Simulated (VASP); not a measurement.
# Be16CO in VASP: a series of runs

Runs on Be16CO. Level: PBE. Tasks: single point.

All numbers are computed with VASP 6.6.1; they aren't measurements. Logs are shortened: lines on timing, memory, paths and dates and some standing lists are left out, and cuts for length are marked.

### 1 The cell of the first run

The cell holds a slab with vacuum, 18 atoms: a = 4.525 Å, b = 4.525 Å, c = 23.476 Å, α = 90.00°, β = 90.00°, γ = 120.00°.

### 2 Single point, PBE

File INCAR:

```
ALGO = Normal ; DIPOL = 0.5 0.5 0.309
EDIFF = 1E-6 ; ENCUT = 520
GGA = PE ; IDIPOL = 3
ISIF = 2 ; ISMEAR = 0
LASPH = True ; LCHARG = False
LDIPOL = True ; LREAL = Auto
LWAVE = False ; NBANDS = 36
NELM = 60 ; PREC = Accurate
SIGMA = 0.1
```

File KPOINTS:

```
k-points
0
Gamma
  6 6 1
```

File POSCAR:

```
Be16CO
1.0
    4.5254381410      0.0000000000      0.0000000000
   -2.2627190705      3.9191443934      0.0000000000
    0.0000000000      0.0000000000     23.4761687145
Be C O
16 1 1
Direct
    0.3333333333      0.1666666667      0.1703855535
    0.3333333333      0.6666666667      0.1703855535
    0.8333333333      0.1666666667      0.1703855535
    0.8333333333      0.6666666667      0.1703855535
    0.1666666667      0.3333333333      0.2463521558
    0.1666666667      0.8333333333      0.2463521558
    0.6666666667      0.3333333333      0.2463521558
    0.6666666667      0.8333333333      0.2463521558
    0.3333333333      0.1666666667      0.3241941575
    0.3333333333      0.6666666667      0.3241941575
    0.8333333333      0.1666666667      0.3241941575
    0.8333333333      0.6666666667      0.3241941575
    0.1666666667      0.3333333333      0.4036505628
    0.1666666667      0.8333333333      0.4036505628
    0.6666666667      0.3333333333      0.4036505628
    0.6666666667      0.8333333333      0.4036505628
    0.1666666667      0.3333333333      0.4641374343
    0.1666666667      0.3333333333      0.5135492448
```

Potentials or basis: VASP PAW PBE potentials, release 64 (Be, C, O).

The run is started by

```
> cat potpaw_PBE.64/Be/POTCAR potpaw_PBE.64/C/POTCAR potpaw_PBE.64/O/POTCAR > POTCAR
> mpirun -np 1 vasp_std > vasp.out
```

OUTCAR:

```text
EDIFF = 1E-6
   ENCUT = 520
   GGA = PE
   ISIF = 2
   ISMEAR = 0
   LASPH = True
   LREAL = Auto
   NELM = 60
   PREC = Accurate

 ion  position               nearest neighbor table
   1  0.333  0.167  0.170-   5 2.21   7 2.21   6 2.21   3 2.26   3 2.26   2 2.26   2 2.26   4 2.26
                             4 2.26
   2  0.333  0.667  0.170-   6 2.21   8 2.21   5 2.21   4 2.26   4 2.26   3 2.26   1 2.26   1 2.26
                             3 2.26
   3  0.833  0.167  0.170-   7 2.21   5 2.21   8 2.21   1 2.26   1 2.26   2 2.26   4 2.26   4 2.26
                             2 2.26
   4  0.833  0.667  0.170-   8 2.21   6 2.21   7 2.21   2 2.26   2 2.26   1 2.26   3 2.26   3 2.26
                             1 2.26
   5  0.167  0.333  0.246-   1 2.21   3 2.21   2 2.21   9 2.25  11 2.25  10 2.25   7 2.26   7 2.26
                             6 2.26   6 2.26   8 2.26   8 2.26
   6  0.167  0.833  0.246-   2 2.21   4 2.21   1 2.21  10 2.25  12 2.25   9 2.25   8 2.26   8 2.26
                             7 2.26   5 2.26   5 2.26   7 2.26
   7  0.667  0.333  0.246-   3 2.21   1 2.21   4 2.21  11 2.25   9 2.25  12 2.25   5 2.26   5 2.26
                             6 2.26   8 2.26   8 2.26   6 2.26
   8  0.667  0.833  0.246-   4 2.21   2 2.21   3 2.21  12 2.25  10 2.25  11 2.25   6 2.26   6 2.26
                             5 2.26   7 2.26   7 2.26   5 2.26
   9  0.333  0.167  0.324-   5 2.25   7 2.25   6 2.25  11 2.26  11 2.26  12 2.26  10 2.26  10 2.26
                            12 2.26  13 2.28  15 2.28  14 2.28
  10  0.333  0.667  0.324-   6 2.25   8 2.25   5 2.25  12 2.26  12 2.26   9 2.26   9 2.26  11 2.26
                            11 2.26  14 2.28  16 2.28  13 2.28
  11  0.833  0.167  0.324-   7 2.25   5 2.25   8 2.25   9 2.26   9 2.26  12 2.26  12 2.26  10 2.26
                            10 2.26  15 2.28  13 2.28  16 2.28
  12  0.833  0.667  0.324-   8 2.25   6 2.25   7 2.25  10 2.26  10 2.26  11 2.26  11 2.26   9 2.26
                             9 2.26  16 2.28  14 2.28  15 2.28
  13  0.167  0.333  0.404-  17 1.42  15 2.26  15 2.26  14 2.26  14 2.26  16 2.26  16 2.26   9 2.28
                            11 2.28  10 2.28
  14  0.167  0.833  0.404-  16 2.26  16 2.26  13 2.26  13 2.26  15 2.26  15 2.26  10 2.28  12 2.28
                             9 2.28
  15  0.667  0.333  0.404-  13 2.26  13 2.26  16 2.26  16 2.26  14 2.26  14 2.26  11 2.28   9 2.28
                            12 2.28
  16  0.667  0.833  0.404-  14 2.26  14 2.26  15 2.26  15 2.26  13 2.26  13 2.26  12 2.28  10 2.28
                            11 2.28
  17  0.167  0.333  0.464-  18 1.16  13 1.42
  18  0.167  0.333  0.514-  17 1.16

  LATTYP: Found a hexagonal cell.
 ALAT       =     4.5254381410
 C/A-ratio  =     5.1876012848

  Lattice vectors:

 A1 = (   4.5254381410,   0.0000000000,   0.0000000000)
 A2 = (  -2.2627190705,   3.9191443934,   0.0000000000)
 A3 = (   0.0000000000,   0.0000000000,  23.4761687145)

Analysis of symmetry for initial positions (statically):
=====================================================================
 Subroutine PRICEL returns:
 Original cell was already a primitive cell.

 Routine SETGRP: Setting up the symmetry group for a
 hexagonal supercell.

 Subroutine GETGRP returns: Found  6 space group operations
 (whereof  2 operations were pure point group operations)
 out of a pool of 24 trial point group operations.

The static configuration has the point symmetry C_1h.
 The point group associated with its full space group is C_3v.

Analysis of symmetry for dynamics (positions and initial velocities):
=====================================================================
 Subroutine PRICEL returns:
 Original cell was already a primitive cell.

 Routine SETGRP: Setting up the symmetry group for a
 hexagonal supercell.

 Subroutine GETGRP returns: Found  6 space group operations
 (whereof  2 operations were pure point group operations)
 out of a pool of 24 trial point group operations.

The dynamic configuration has the point symmetry C_1h.
 The point group associated with its full space group is C_3v.

 Subroutine INISYM returns: Found  6 space group operations
 (whereof  2 operations are pure point group operations),
 and found     1 'primitive' translations

----------------------------------------------------------------------------------------

                                     Primitive cell

  volume of cell :     416.3697

  direct lattice vectors                    reciprocal lattice vectors
     4.525438141  0.000000000  0.000000000     0.220973079  0.127578867  0.000000000
    -2.262719071  3.919144393  0.000000000     0.000000000  0.255157733  0.000000000
     0.000000000  0.000000000 23.476168715     0.000000000  0.000000000  0.042596388

  length of vectors
     4.525438141  4.525438141 23.476168715     0.255157733  0.255157733  0.042596388

  position of ions in fractional coordinates (direct lattice)
     0.333333333  0.166666667  0.170385553
     0.333333333  0.666666667  0.170385553
     0.833333333  0.166666667  0.170385553
     0.833333333  0.666666667  0.170385553
     0.166666667  0.333333333  0.246352156
     0.166666667  0.833333333  0.246352156
[... 10 lines left out ...]
     0.166666667  0.333333333  0.464137434
     0.166666667  0.333333333  0.513549245

  ion indices of the primitive-cell ions
   primitive index   ion index
                 1           1
                 2           2
                 3           3
                 4           4
                 5           5
                 6           6
[... 10 lines left out ...]
                17          17
                18          18

----------------------------------------------------------------------------------------

 KPOINTS: k-points

Automatic generation of k-mesh.
 Grid dimensions read from file:
 generate k-points for:    6    6    1

 Generating k-lattice:

  Cartesian coordinates                     Fractional coordinates (reciprocal lattice)
     0.036828847  0.021263144  0.000000000     0.166666667  0.000000000  0.000000000
     0.000000000  0.042526289  0.000000000     0.000000000  0.166666667  0.000000000
     0.000000000  0.000000000  0.042596388     0.000000000  0.000000000  1.000000000

  Length of vectors
     0.042526289  0.042526289  0.042596388

  Shift w.r.t. Gamma in fractional coordinates (k-lattice)
     0.000000000  0.000000000  0.000000000

 Subroutine IBZKPT returns following result:
 ===========================================

 Found      7 irreducible k-points:

 Following reciprocal coordinates:
            Coordinates               Weight
  0.000000  0.000000  0.000000      1.000000
  0.166667  0.000000  0.000000      6.000000
  0.333333  0.000000  0.000000      6.000000
  0.500000  0.000000  0.000000      3.000000
  0.166667  0.166667  0.000000      6.000000
  0.333333  0.166667  0.000000     12.000000
  0.333333  0.333333  0.000000      2.000000
   k-points           NKPTS =      7   k-points in BZ     NKDIM =      7   number of bands    NBANDS=     36
   number of dos      NEDOS =    301   number of ions     NIONS =     18
   total plane-waves  NPLWV = 233280
   dimension x,y,z NGX =    36 NGY =   36 NGZ =  180
   dimension x,y,z NGXF=    72 NGYF=   72 NGZF=  360
   ions per type =              16   1   1
   NGX,Y,Z   is equivalent  to a cutoff of  13.22, 13.22, 12.75 a.u.
   NGXF,Y,Z  is equivalent  to a cutoff of  26.45, 26.45, 25.49 a.u.
 SYSTEM =  unknown system
   PREC   = accura    normal or accurate (medium, high low for compatibility)
   ISTART =      0    job   : 0-new  1-cont  2-samecut
   ICHARG =      2    charge: 1-file 2-atom 10-const
   ISPIN  =      1    spin polarized calculation?
   LNONCOLLINEAR =      F non collinear calculations
   LSORBIT =      F    spin-orbit coupling
   LASPH  =      T    aspherical Exc in radial PAW
   ENCUT  =  520.0 eV  38.22 Ry    6.18 a.u.   8.41  8.41 43.65*2*pi/ulx,y,z
   NELM   =     60;   NELMIN=  2; NELMDL= -5     # of ELM steps
   EDIFF  = 0.1E-05   stopping-criterion for ELM
   LREAL  =      T    real-space projection
   EDIFFG = 0.1E-04   stopping-criterion for IOM
   NSW    =      0    number of steps for IOM
   IBRION =     -1    ionic relax: 0-MD 1-quasi-New 2-CG
   NFREE  =      0    steps in history (QN), initial steepest desc. (CG)
   ISIF   =      2    stress and relaxation
   ISYM   =      2    0-nonsym 1-usesym 2-fastsym
   POTIM  = 0.5000    time-step for ionic-motion
   TEBEG  =    0.0;   TEEND  =   0.0 temperature during run
   PSTRESS=    0.0 pullay stress
   NELECT =      42.0000    total number of electrons
   NUPDOWN=      -1.0000    fix difference up-down
   EMIN   =  10.00;   EMAX   =-10.00  energy-range for DOS
   EFERMI =   0.00;   METHOD = LEGACY
   ISMEAR =     0;   SIGMA  =   0.10  broadening in eV -4-tet -1-fermi 0-gaus
   EFERMI_NEDOS =   21; number of points for ismear=-14 and -15
   IALGO  =     38    algorithm
   IMIX   =      4    mixing-type and parameters
     AMIX     =   0.40;   BMIX     =  1.00
     AMIX_MAG =   1.60;   BMIX_MAG =  1.00
  volume/ion in A,a.u.               =      23.13       156.10
  Fermi-wavevector in a.u.,A,eV,Ry     =   0.762076  1.440115  7.901715  0.580760
  Thomas-Fermi vector in A             =   1.861457
   LORBIT       =      0    0 simple, 1 ext, 2 COOP (PROOUT), +10 PAW based schemes
   GGA     = PE    functional components
   LHFCALC =     F    Hartree Fock is set to
   AEXX    =    0.0000 exact exchange contribution
   IVDW    =     0    specifies the selected vdW correction
   LEPSILON=     F    determine dielectric tensor
   LRPA    =     F    only Hartree local field effects (RPA)
 non-spin polarized calculation
 Gauss-broadening in eV      SIGMA  =   0.10
  energy-cutoff  :      520.00
  volume of cell :      416.37
 maximum number of plane-waves:     11313
 NGX is ok and might be reduce to    36
   NGX = 17   NGY = 17   NGZ = 87

 dipolmoment           0.000000      0.000000     -0.002592 electrons x Angstroem

 number of electron      42.0000004 magnetization

 dipolmoment           0.000000      0.000000      0.070569 electrons x Angstroem

 Free energy of the ion-electron system (eV)
  ---------------------------------------------------
  ext. energy  EPLUGINS =         0.00000000
  ---------------------------------------------------
  free energy    TOTEN  =       -71.03595165 eV

  energy without entropy =      -71.02091847  energy(sigma->0) =      -71.02843506

 E-fermi :  -1.4605     XC(G=0):  -4.5696

 val. band max:       -1.5221574641   @ k =   0.3333   0.1667   0.0000
 cond. band min:      -1.3846244250   @ k =   0.3333   0.3333   0.0000
 fundamental gap:      0.1375330391
 Fermi energy:        -1.4605320718

 k-point     1 :       0.0000    0.0000    0.0000
  band No.  band energies     occupation
      1     -24.6706      2.00000
      2     -11.9544      2.00000
      3     -11.2969      2.00000
      4      -9.9583      2.00000
      5      -8.4636      2.00000
      6      -7.7002      2.00000
[... 25 lines left out ...]
     32       3.2709      0.00000
     33       3.4340      0.00000

 k-point     2 :       0.1667    0.0000    0.0000
  band No.  band energies     occupation
      1     -24.6692      2.00000
      2     -11.8258      2.00000
      3     -11.1484      2.00000
      4      -9.8052      2.00000
      5      -8.3972      2.00000
      6      -7.8285      2.00000
[... 25 lines left out ...]
     32       2.9417      0.00000
     33       3.4781      0.00000
[... 142 lines left out ...]
     32       4.0456      0.00000
     33       4.3804      0.00000

 k-point     7 :       0.3333    0.3333    0.0000
  band No.  band energies     occupation
      1     -24.6643      2.00000
      2     -11.3604      2.00000
      3      -9.2143      2.00000
      4      -9.1930      2.00000
      5      -9.1455      2.00000
      6      -8.3581      2.00000
[... 25 lines left out ...]
     32       4.5053      0.00000
     33       4.7125      0.00000
 [bands above 33 left out]

------------------------ aborting loop because EDIFF is reached ----------------------------------------

 vacuum level on the upper side and lower side of the slab       (xc-potential included)         0.243        -0.453

  FORCE on cell =-STRESS in cart. coord.  units (eV):
  Direction    XX          YY          ZZ          XY          YZ          ZX
  --------------------------------------------------------------------------------------
  -------------------------------------------------------------------------------------
  Total       -5.1720972     -5.1720972      9.8909112      0.0000000      0.0000000      0.0000000
  in kB      -19.9020651    -19.9020651     38.0599109      0.0000000      0.0000000      0.0000000
  external PRESSURE =      -0.5814064 kB  Pullay stress =       0.0000000 kB

 VOLUME and BASIS-vectors are now :
 -----------------------------------------------------------------------------
  energy-cutoff  :      520.00
  volume of cell :      416.37
      direct lattice vectors                 reciprocal lattice vectors
     4.525438141  0.000000000  0.000000000     0.220973079  0.127578867  0.000000000
    -2.262719071  3.919144393  0.000000000     0.000000000  0.255157733  0.000000000
     0.000000000  0.000000000 23.476168715     0.000000000  0.000000000  0.042596388

 POSITION                                       TOTAL-FORCE (eV/Angst)
 -----------------------------------------------------------------------------------
      1.13136      0.65319      4.00000        -0.051501      0.029734     -0.131215
     -0.00000      2.61276      4.00000        -0.000000     -0.059469     -0.131215
      3.39408      0.65319      4.00000         0.051501      0.029734     -0.131215
      2.26272      2.61276      4.00000         0.000000     -0.000000     -0.115325
      0.00000      1.30638      5.78340         0.000000     -0.000000      0.489197
     -1.13136      3.26595      5.78340        -0.052987     -0.030592      0.230672
[... 10 lines left out ...]
      0.00000      1.30638     10.89617         0.000000     -0.000000      5.523812
      0.00000      1.30638     12.05617         0.000000     -0.000000      1.413629
 -----------------------------------------------------------------------------------
    total drift:                               -0.000000      0.000000     -0.007867

  FREE ENERGIE OF THE ION-ELECTRON SYSTEM (eV)
  ---------------------------------------------------
  free  energy   TOTEN  =       -71.0359516538 eV

  energy  without entropy=      -71.0209184652  energy(sigma->0) =      -71.02843506

 vacuum level on the upper side and lower side of the slab         4.451         3.734
```

Run time: 4.3 min. Hardware: 1 thread of AMD EPYC 9R45 (Zen 5), shared host; peak memory 0.46 GiB.

What came out:

| Item | Value |
| --- | --- |
| Free energy | -71.0360 eV |
| Largest force | 6.439 eV/Å |
| Band gap on the k mesh | zero (band 21 reaches -1.16 eV, above the bottom of band 22 at -2.31 eV) |

Forces on the atoms (eV/Å):
```
Be  -0.052  0.030 -0.131
Be   0.000 -0.059 -0.131
Be   0.052  0.030 -0.131
Be   0.000  0.000 -0.115
Be   0.000  0.000  0.489
Be  -0.053 -0.031  0.231
Be   0.000  0.061  0.231
Be   0.053 -0.031  0.231
Be   0.145 -0.084  0.023
Be   0.000  0.167  0.023
Be  -0.145 -0.084  0.023
Be   0.000  0.000 -0.063
Be   0.000  0.000 -6.439
Be  -0.076 -0.044 -0.392
Be   0.000  0.088 -0.392
Be   0.076 -0.044 -0.392
C    0.000  0.000  5.524
O    0.000  0.000  1.414
```

Levels at points of the mesh, in eV from the Fermi level:
```csv
k point,band 19,band 20,band 21,band 22,band 23,band 24
"(0.00, 0.00, 0.00)",-1.80,-1.80,-1.79,-0.85,2.13,2.13
"(0.50, 0.00, 0.00)",-0.81,-0.21,0.30,0.49,1.97,2.72
```

### 3 Single point, PBE

File INCAR:

```
PREC     = Accurate       # precision mode
ENCUT    = 520            # plane-wave cutoff, eV
EDIFF    = 1E-6           # SCF threshold, eV
ISMEAR   = 0              # smearing method
SIGMA    = 0.1            # smearing width, eV
LREAL    = Auto         
LASPH    = T              # aspherical terms in the spheres
NELM     = 80             # most SCF steps
ALGO     = Normal         # electronic algorithm
ISIF     = 2              # what is computed and relaxed
LWAVE    = F              # write WAVECAR
LCHARG   = F              # write CHGCAR
LDIPOL   = T            
IDIPOL   = 3            
DIPOL    = 0.5 0.5 0.311
GGA      = PE             # functional
NBANDS   = 36             # bands
```

File KPOINTS:

```
Automatic mesh
0
Gamma
  6 6 1
```

Edit POSCAR of step 2 so:

```diff
@@ -24,3 +24,3 @@
     0.6666666667      0.8333333333      0.4036505628
-    0.1666666667      0.3333333333      0.4641374343
-    0.1666666667      0.3333333333      0.5135492448
+    0.1666666667      0.3333333333      0.4828798452
+    0.1666666667      0.3333333333      0.5322916557
```

Potentials or basis: VASP PAW PBE potentials, release 64 (Be, C, O).

The run is started by

```
> cat potpaw_PBE.64/Be/POTCAR potpaw_PBE.64/C/POTCAR potpaw_PBE.64/O/POTCAR > POTCAR
> mpirun -np 1 vasp_std > vasp.out
```

Run time: 4.4 min. Hardware: 1 thread of AMD EPYC 9R45 (Zen 5), shared host; peak memory 0.47 GiB.

Results (log left out):

| Quantity | Value |
| --- | --- |
| Free energy | -71.5007 eV |
| Largest force | 2.051 eV/Å |
| Band gap on the k mesh | zero (band 21 reaches -0.81 eV, above the bottom of band 22 at -2.12 eV) |

Forces in eV/Å, atoms in the order of the input:
```
Be  -0.031  0.018 -0.116
Be   0.000 -0.036 -0.116
Be   0.031  0.018 -0.116
Be   0.000  0.000 -0.110
Be   0.000  0.000  0.522
Be  -0.058 -0.034  0.223
Be   0.000  0.067  0.223
Be   0.058 -0.034  0.223
Be   0.214 -0.124  0.067
Be   0.000  0.247  0.067
Be  -0.214 -0.124  0.067
Be   0.000  0.000 -0.152
Be   0.000  0.000  2.051
Be  -0.040 -0.023 -0.387
Be   0.000  0.046 -0.387
Be   0.040 -0.023 -0.387
C    0.000  0.000 -1.648
O    0.000  0.000 -0.023
```

Levels at points of the mesh, in eV from the Fermi level:
```csv
k point,band 19,band 20,band 21,band 22,band 23,band 24
"(0.00, 0.00, 0.00)",-1.82,-1.82,-1.81,-0.91,2.07,2.07
"(0.50, 0.00, 0.00)",-0.95,-0.25,0.41,0.54,1.48,2.42
```

(Part 1 of 2 ends here.)
